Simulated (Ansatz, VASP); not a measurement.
# AlCu: VASP beside Ansatz

```xyz
2
Lattice="2.9066 0.0000 0.0000 0.0000 2.9066 0.0000 0.0000 0.0000 2.9066" Properties=species:S:1:pos:R:3 pbc="T T T"
Al   -0.1131    0.0000    0.0000
Cu    1.5013    1.4533    1.4533
```

Change from the starting cell: mode 4 frozen in at -0.115 Å, equal normal strain along x, y and z -0.0167.

Alike in both runs: task single point; functional PBEsol; k mesh 16 × 16 × 16; occupations gaussian, width 0.15 eV; no spin polarisation.

```csv
,VASP,Ansatz
version,VASP 6.6.1,Ansatz 0.2.0
potentials or method,"VASP PAW PBE potentials, release 64 (Al, Cu), cutoff 520 eV","scalar-relativistic, plane waves, PAW"
valence electrons in the cell,14,22
```

```csv
,VASP,Ansatz,Ansatz less VASP
gap on the k mesh at the Fermi level (eV),none,none,-
pressure (GPa),9.4,8.9,-0.52
"traceless stress, the component that is largest in VASP (GPa)",-1.03,-1.02,+0.011
rms of the force components (eV/Å),0.515,0.512,-0.0030
```

VASP's potentials were made for PBE, not for PBEsol, and Ansatz warns of the same on its side. Atom by atom the forces differ by 0.003 eV/Å (rms over components). A gap of «none» marks a metal or a gap that the smearing closes. VASP's potentials hold 14 valence electrons a cell and Ansatz's 22, so a difference there can come from the potentials and not from the codes.
